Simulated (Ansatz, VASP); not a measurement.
# GaCo in VASP and in Ansatz

```
Ga Co
1.0
     2.64214    0.00000    0.00000
    -1.32107    2.28816    0.00000
     0.00000    0.00000    4.81184
Ga Co
1 1
Cartesian
  0.0000 0.0000 0.0000
  0.0000 0.0000 2.4059
```

Alike in both runs: functional PBE; k mesh 6 × 6 × 4; occupations gaussian, width 0.1 eV; collinear spin.

Ansatz relaxed the structure, and its values are those at the end. VASP's run is a single point on that final structure, the one shown.

```csv
,VASP,Ansatz
version,VASP 6.6.1,Ansatz 0.2.0
potentials or method,"VASP PAW PBE potentials, release 64 (Ga_d, Co_sv), cutoff 690 eV","scalar-relativistic, plane waves, PAW"
valence electrons in the cell,30,30
```

```csv
,VASP,Ansatz,Ansatz less VASP
gap on the k mesh at the Fermi level (eV),none,none,-
pressure (GPa),-0.5,-0.2,+0.30
net moment per atom (μB),0.57,0.57,+0.002
size of the moment on the site where the two differ most (μB),0.06,0.04,-0.021
```

Site moments also hang on the region over which each program counts them. A gap of «none» marks a metal or a gap that the smearing closes.

The k mesh is coarse, so the values compare programs but aren't converged.
